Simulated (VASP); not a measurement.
# KCl (P4/mmm) in VASP: a series of runs, part 2 of 2

VASP 6.6.1. Earlier steps stand in the parts before.

## 4. Single point, PBE (equal xx and yy strain of -1 %)

The input, INCAR:

```
ALGO = Normal ; EDIFF = 1E-7
ENCUT = 520 ; GGA = PE
ISIF = 2 ; ISMEAR = -1
LASPH = True ; LCHARG = False
LREAL = False ; LWAVE = False
NBANDS = 15 ; NELM = 60
PREC = Accurate ; SIGMA = 0.02
```

The input, KPOINTS:

```
k-points
0
Gamma
  7 7 7
```

The input, POSCAR:

```
KCl
1.0
    3.5976600000      0.0000000000      0.0000000000
    0.0000000000      3.5976600000      0.0000000000
    0.0000000000      0.0000000000      3.6340000000
K Cl
1 1
Direct
    0.0000000000      0.0000000000      0.0000000000
    0.5000000000      0.5000000000      0.5000000000
```

Potentials or basis: VASP PAW PBE potentials, release 64 (K_sv, Cl).

Command:

```console
cat potpaw_PBE.64/K_sv/POTCAR potpaw_PBE.64/Cl/POTCAR > POTCAR
mpirun -np 1 vasp_std > vasp.out
```

OUTCAR:

```text
EDIFF = 1E-7
   ENCUT = 520
   GGA = PE
   ISIF = 2
   ISMEAR = -1
   LASPH = True
   LREAL = False
   NELM = 60
   PREC = Accurate

 ion  position               nearest neighbor table
   1  0.000  0.000  0.000-   2 3.13   2 3.13   2 3.13   2 3.13   2 3.13   2 3.13   2 3.13   2 3.13

   2  0.500  0.500  0.500-   1 3.13   1 3.13   1 3.13   1 3.13   1 3.13   1 3.13   1 3.13   1 3.13

  LATTYP: Found a simple tetragonal cell.
 ALAT       =     3.5976600000
 C/A-ratio  =     1.0101010101

  Lattice vectors:

 A1 = (   3.5976600000,   0.0000000000,   0.0000000000)
 A2 = (   0.0000000000,   3.5976600000,   0.0000000000)
 A3 = (   0.0000000000,   0.0000000000,   3.6340000000)

Analysis of symmetry for initial positions (statically):
=====================================================================
 Subroutine PRICEL returns:
 Original cell was already a primitive cell.

 Routine SETGRP: Setting up the symmetry group for a
 simple tetragonal supercell.

 Subroutine GETGRP returns: Found 16 space group operations
 (whereof 16 operations were pure point group operations)
 out of a pool of 16 trial point group operations.

The static configuration has the point symmetry D_4h.

Analysis of symmetry for dynamics (positions and initial velocities):
=====================================================================
 Subroutine PRICEL returns:
 Original cell was already a primitive cell.

 Routine SETGRP: Setting up the symmetry group for a
 simple tetragonal supercell.

 Subroutine GETGRP returns: Found 16 space group operations
 (whereof 16 operations were pure point group operations)
 out of a pool of 16 trial point group operations.

The dynamic configuration has the point symmetry D_4h.

 Subroutine INISYM returns: Found 16 space group operations
 (whereof 16 operations are pure point group operations),
 and found     1 'primitive' translations

----------------------------------------------------------------------------------------

                                     Primitive cell

  volume of cell :      47.0354

  direct lattice vectors                    reciprocal lattice vectors
     3.597660000  0.000000000  0.000000000     0.277958451  0.000000000  0.000000000
     0.000000000  3.597660000  0.000000000     0.000000000  0.277958451  0.000000000
     0.000000000  0.000000000  3.634000000     0.000000000  0.000000000  0.275178866

  length of vectors
     3.597660000  3.597660000  3.634000000     0.277958451  0.277958451  0.275178866

  position of ions in fractional coordinates (direct lattice)
     0.000000000  0.000000000  0.000000000
     0.500000000  0.500000000  0.500000000

  ion indices of the primitive-cell ions
   primitive index   ion index
                 1           1
                 2           2

----------------------------------------------------------------------------------------

 KPOINTS: k-points

Automatic generation of k-mesh.
 Grid dimensions read from file:
 generate k-points for:    7    7    7

 Generating k-lattice:

  Cartesian coordinates                     Fractional coordinates (reciprocal lattice)
     0.039708350  0.000000000  0.000000000     0.142857143  0.000000000  0.000000000
     0.000000000  0.039708350  0.000000000     0.000000000  0.142857143  0.000000000
     0.000000000  0.000000000  0.039311267     0.000000000  0.000000000  0.142857143

  Length of vectors
     0.039708350  0.039708350  0.039311267

  Shift w.r.t. Gamma in fractional coordinates (k-lattice)
     0.000000000  0.000000000  0.000000000

 Subroutine IBZKPT returns following result:
 ===========================================

 Found     40 irreducible k-points:

 Following reciprocal coordinates:
            Coordinates               Weight
  0.000000  0.000000  0.000000      1.000000
  0.142857  0.000000  0.000000      4.000000
  0.285714  0.000000  0.000000      4.000000
  0.428571  0.000000  0.000000      4.000000
  0.142857  0.142857  0.000000      4.000000
  0.285714  0.142857  0.000000      8.000000
[... 16 lines left out ...]
  0.285714  0.000000  0.285714      8.000000
  0.428571  0.000000  0.285714      8.000000
 [... further k-points ...]
   k-points           NKPTS =     40   k-points in BZ     NKDIM =     40   number of bands    NBANDS=     15
   number of dos      NEDOS =    301   number of ions     NIONS =      2
   total plane-waves  NPLWV =  21952
   dimension x,y,z NGX =    28 NGY =   28 NGZ =   28
   dimension x,y,z NGXF=    56 NGYF=   56 NGZF=   56
   ions per type =               1   1
   NGX,Y,Z   is equivalent  to a cutoff of  12.94, 12.94, 12.81 a.u.
   NGXF,Y,Z  is equivalent  to a cutoff of  25.88, 25.88, 25.62 a.u.
 SYSTEM =  unknown system
   PREC   = accura    normal or accurate (medium, high low for compatibility)
   ISTART =      0    job   : 0-new  1-cont  2-samecut
   ICHARG =      2    charge: 1-file 2-atom 10-const
   ISPIN  =      1    spin polarized calculation?
   LNONCOLLINEAR =      F non collinear calculations
   LSORBIT =      F    spin-orbit coupling
   LASPH  =      T    aspherical Exc in radial PAW
   ENCUT  =  520.0 eV  38.22 Ry    6.18 a.u.   6.69  6.69  6.76*2*pi/ulx,y,z
   NELM   =     60;   NELMIN=  2; NELMDL= -5     # of ELM steps
   EDIFF  = 0.1E-06   stopping-criterion for ELM
   LREAL  =      F    real-space projection
   EDIFFG = 0.1E-05   stopping-criterion for IOM
   NSW    =      0    number of steps for IOM
   IBRION =     -1    ionic relax: 0-MD 1-quasi-New 2-CG
   NFREE  =      0    steps in history (QN), initial steepest desc. (CG)
   ISIF   =      2    stress and relaxation
   ISYM   =      2    0-nonsym 1-usesym 2-fastsym
   POTIM  = 0.5000    time-step for ionic-motion
   TEBEG  =    0.0;   TEEND  =   0.0 temperature during run
   PSTRESS=    0.0 pullay stress
   NELECT =      16.0000    total number of electrons
   NUPDOWN=      -1.0000    fix difference up-down
   EMIN   =  10.00;   EMAX   =-10.00  energy-range for DOS
   EFERMI =   0.00;   METHOD = LEGACY
   ISMEAR =    -1;   SIGMA  =   0.02  broadening in eV -4-tet -1-fermi 0-gaus
   EFERMI_NEDOS =   21; number of points for ismear=-14 and -15
   IALGO  =     38    algorithm
   IMIX   =      4    mixing-type and parameters
     AMIX     =   0.40;   BMIX     =  1.00
     AMIX_MAG =   1.60;   BMIX_MAG =  1.00
  volume/ion in A,a.u.               =      23.52       158.71
  Fermi-wavevector in a.u.,A,eV,Ry     =   1.142808  2.159593 17.769333  1.306009
  Thomas-Fermi vector in A             =   2.279504
   LORBIT       =      0    0 simple, 1 ext, 2 COOP (PROOUT), +10 PAW based schemes
   GGA     = PE    functional components
[... 5 lines left out ...]
 non-spin polarized calculation
  energy-cutoff  :      520.00
  volume of cell :       47.04
 maximum number of plane-waves:      1282
 NGX is ok and might be reduce to    28
   NGX = 13   NGY = 13   NGZ = 13

 number of electron      16.0000005 magnetization

 Free energy of the ion-electron system (eV)
  ---------------------------------------------------
  ext. energy  EPLUGINS =         0.00000000
  ---------------------------------------------------
  free energy    TOTEN  =        -6.51985121 eV

  energy without entropy =       -6.51985121  energy(sigma->0) =       -6.51985121

 E-fermi :   0.6962     XC(G=0):  -8.9025

 val. band max:        0.1792352679   @ k =   0.4286   0.0000   0.4286
 cond. band min:       5.8802394137   @ k =   0.0000   0.0000   0.0000
 fundamental gap:      5.7010041457
 Fermi energy:         0.6961815122

 k-point     1 :       0.0000    0.0000    0.0000
  band No.  band energies     occupation
      1     -27.6035      2.00000
      2     -12.7729      2.00000
      3     -10.9500      2.00000
      4     -10.9388      2.00000
      5     -10.9388      2.00000
      6      -0.0850      2.00000
      7      -0.0202      2.00000
      8      -0.0202      2.00000
      9       5.8802      0.00000
     10       6.5058      0.00000
     11       6.5508      0.00000
     12      11.2747      0.00000
     13      11.2747      0.00000
     14      11.3585      0.00000
     15      14.4600      0.00000
[... 397 lines left out ...]
 k-point    24 :       0.4286    0.0000    0.2857
  band No.  band energies     occupation
      1     -27.5405      2.00000
      2     -12.7005      2.00000
      3     -11.1872      2.00000
      4     -10.9937      2.00000
      5     -10.8559      2.00000
      6      -1.5764      2.00000
      7      -0.9100      2.00000
      8       0.0818      2.00000
      9       7.2740      0.00000
     10       8.1615      0.00000
     11       9.8006      0.00000
     12      10.2093      0.00000
     13      10.3865      0.00000
     14      11.6037      0.00000
     15      13.0727      0.00000

 [... further k-points ...]
[... 5 lines left out ...]
  --------------------------------------------------------------------------------------
  -------------------------------------------------------------------------------------
  Total        1.6206303      1.6206303      1.4642671      0.0000000      0.0000000     -0.0000000
  in kB       55.2038508     55.2038508     49.8776210      0.0000000      0.0000000     -0.0000000
  external PRESSURE =      53.4284409 kB  Pullay stress =       0.0000000 kB

 VOLUME and BASIS-vectors are now :
 -----------------------------------------------------------------------------
  energy-cutoff  :      520.00
  volume of cell :       47.04
      direct lattice vectors                 reciprocal lattice vectors
     3.597660000  0.000000000  0.000000000     0.277958451  0.000000000  0.000000000
     0.000000000  3.597660000  0.000000000     0.000000000  0.277958451  0.000000000
     0.000000000  0.000000000  3.634000000     0.000000000  0.000000000  0.275178866

 POSITION                                       TOTAL-FORCE (eV/Angst)
 -----------------------------------------------------------------------------------
      0.00000      0.00000      0.00000         0.000000      0.000000      0.000000
      1.79883      1.79883      1.81700         0.000000      0.000000      0.000000
 -----------------------------------------------------------------------------------
    total drift:                               -0.000000      0.000000      0.000000

  FREE ENERGIE OF THE ION-ELECTRON SYSTEM (eV)
  ---------------------------------------------------
  free  energy   TOTEN  =        -6.5198512135 eV

  energy  without entropy=       -6.5198512135  energy(sigma->0) =       -6.51985121
```

stdout:

```text
POSCAR found type information on POSCAR K Cl
 POSCAR found :  2 types and       2 ions
 scaLAPACK will be used
 LDA part: xc-table for (Slater+PW92), standard interpolation
 POSCAR, INCAR and KPOINTS ok, starting setup
 FFT: planning ... GRIDC
 FFT: planning ... GRID_SOFT
 FFT: planning ... GRID
 WAVECAR not read
 entering main loop
```

Run time: 20 s. Hardware: 1 thread of Intel Xeon Platinum 8488C (Sapphire Rapids), shared host; peak memory 0.17 GiB.

What came out:

- Free energy: -6.5199 eV
- Pressure: 5.3 GPa
- Band gap on the k mesh: 5.70 eV, indirect (least direct gap 5.90 eV)

Stress tensor (GPa, compression positive):
```
5.52 0.00 0.00
0.00 5.52 0.00
0.00 0.00 4.99
```

Levels at points of the mesh, in eV from the valence-band top:
| k point | band 5 | band 6 | band 7 | band 8 | band 9 | band 10 | band 11 | band 12 |
| --- | --- | --- | --- | --- | --- | --- | --- | --- |
| (0.00, 0.00, 0.00) | -11.12 | -0.26 | -0.20 | -0.20 | 5.70 | 6.33 | 6.37 | 11.10 |

Caveat: the cell differs from its parent crystal (equal xx and yy strain of -1 %). A k mesh can miss the band edges.

## 5. Single point, PBE (zz strain of +1 %)

The input, INCAR:

```
SYSTEM = KCl
  ALGO = Normal
  EDIFF = 1E-6
  ENCUT = 520
  GGA = PE
  ISIF = 2
  ISMEAR = -1
  LASPH = .True.
  LCHARG = .False.
  LREAL = .False.
  LWAVE = .False.
  NBANDS = 15
  NELM = 80
  PREC = Accurate
  SIGMA = 0.02
```

The input, KPOINTS:

```
k-points
0
Gamma
  7 7 7
  0 0 0
```

The input, POSCAR:

```
KCl
1.0
    3.6340000000      0.0000000000      0.0000000000
    0.0000000000      3.6340000000      0.0000000000
    0.0000000000      0.0000000000      3.6703400000
K Cl
1 1
Direct
    0.0000000000      0.0000000000      0.0000000000
    0.5000000000      0.5000000000      0.5000000000
```

Command:

```console
cat potpaw_PBE.64/K_sv/POTCAR potpaw_PBE.64/Cl/POTCAR > POTCAR
mpirun -np 1 vasp_std > vasp.out
```

It took 19 s on 1 thread of Intel Xeon Platinum 8488C (Sapphire Rapids), shared host; peak memory 0.17 GiB.

It converged, with:

```
Free energy            : -6.5627 eV
Pressure               : 4.2 GPa
Band gap on the k mesh : 5.54 eV, indirect (least direct gap 5.73 eV)
```

Stress tensor (GPa, compression positive):
```
4.32 0.00 0.00
0.00 4.32 0.00
0.00 0.00 3.81
```

Levels at points of the mesh, in eV from the valence-band top:
```
           k point  band 5  band 6  band 7  band 8  band 9  band 10  band 11  band 12
(0.00, 0.00, 0.00)  -11.16   -0.26   -0.20   -0.20    5.54     6.38     6.42    11.03
```

Caveat: the cell differs from its parent crystal (zz strain of +1 %). A k mesh can miss the band edges.

## 6. The runs side by side

```tsv
cell	gap on the mesh (eV)	pressure (GPa)
a = 3.525, b = 3.525, c = 3.634 Å, 2 atoms	5.84	7.2
a = 3.634, b = 3.634, c = 3.561 Å, 2 atoms	5.64	5.4
a = 3.598, b = 3.598, c = 3.634 Å, 2 atoms	5.70	5.3
a = 3.634, b = 3.634, c = 3.670 Å, 2 atoms	5.54	4.2
```

Alike in all rows: task single point; level PBE; potentials or basis VASP PAW PBE potentials, release 64 (K_sv, Cl); no spin polarisation; k mesh 7 × 7 × 7; cutoff (eV) 520; smearing fermi-dirac 0.02 eV.

Absolute energies hang on the potentials; compare differences alone.
